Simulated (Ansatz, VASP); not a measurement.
# One calculation of F, two programs

```
F
1.0
     9.00000    0.00000    0.00000
     0.00000    9.50000    0.00000
     0.00000    0.00000   10.00000
F
2
Direct
  0.50000 0.50000 0.43011
  0.50000 0.50000 0.56989
```

Alike in both runs: functional PBEsol; k mesh 1 × 1 × 1; occupations fermi-dirac, width 0.02 eV; no spin polarisation.

Ansatz relaxed the structure, and its values are those at the end. VASP's run is a single point on that final structure, the one shown.

|  | VASP | Ansatz |
| --- | --- | --- |
| version | VASP 6.6.1 | Ansatz 0.2.0 |
| potentials or method | VASP PAW PBE potentials, release 64 (F_h), cutoff 910 eV | plane waves, PAW |
| valence electrons in the cell | 14 | 14 |

```tsv
	VASP	Ansatz	Ansatz less VASP
rms of the force components (eV/Å)	0.023	0.008	-0.0159
```

VASP's potentials were made for PBE, not for PBEsol. The functional is the same, so the differences come from potentials, cutoffs and numerics. Ansatz's warnings: stress scf threshold loose.

Noted on VASP's run: the cutoff is short for stress, so the pressure is rough.
